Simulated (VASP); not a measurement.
Input of a VASP 6.6.1 run:

Contents of INCAR:

```
SYSTEM = HfNbF3
PREC = Accurate
ENCUT = 600
EDIFF = 1E-7
ISMEAR = 0
SIGMA = 0.1
LREAL = .False.
LASPH = .True.
NELM = 150
ALGO = Normal
ISIF = 3
LWAVE = .False.
LCHARG = .False.
ISPIN = 2
MAGMOM = 0.09 2.96 0.03 0.03 0.03
LORBIT = 11
LMAXMIX = 4
GGA = PE
IBRION = 2
NSW = 90
EDIFFG = -0.04
```

Contents of KPOINTS:

```
regular mesh
0
Gamma
  6 6 4
  0 0 0
```

File POSCAR:

```
HfNbF3
1.0
    4.4951990800      0.0000000000      0.0000000000
   -2.2475995400      3.8929566000      0.0000000000
    0.0000000000      0.0000000000      4.5850478300
Hf Nb F
1 1 3
Direct
    0.0000000000      0.0000000000      0.5000000000
    0.0000000000      0.0000000000      0.0000000000
    0.5000000000      0.0000000000      0.5000000000
    0.0000000000      0.5000000000      0.5000000000
    0.5000000000      0.5000000000      0.5000000000
```

Potentials or basis: VASP PAW PBE potentials, release 64 (Hf_pv, Nb_sv, F).

Run with:

```console
$ cat potpaw_PBE.64/Hf_pv/POTCAR potpaw_PBE.64/Nb_sv/POTCAR potpaw_PBE.64/F/POTCAR > POTCAR
$ mpirun -np 1 vasp_std > vasp.out
```

Question: Predict the relaxed cell.

Answer: a = 4.369 Å, b = 4.369 Å, c = 5.856 Å, α = 90.00°, β = 90.00°, γ = 120.00°.

Question: What does it give for the net moment?

Answer: 4.49 μB per cell.

Question: Predict the relaxed volume.

Answer: 19.36 Å³/atom.

Question: Estimate the space group after relaxing (to 0.1 Å).

Answer: P6/mmm (No. 191).

Final structure:
```yaml
crystal:
  lattice:
    - [4.36921, 0.00000, 0.00000]
    - [-2.18460, 3.78384, 0.00000]
    - [0.00000, 0.00000, 5.85595]
  atoms:
    - { symbol: Hf, position: [0.00000, 0.00000, 0.50000] }
    - { symbol: Nb, position: [0.00000, 0.00000, 0.00000] }
    - { symbol: F, position: [0.50000, 0.00000, 0.50000] }
    - { symbol: F, position: [0.00000, 0.50000, 0.50000] }
    - { symbol: F, position: [0.50000, 0.50000, 0.50000] }
```

Caveat: the volume moved by over 15 % at a fixed basis, so the end points are rough.
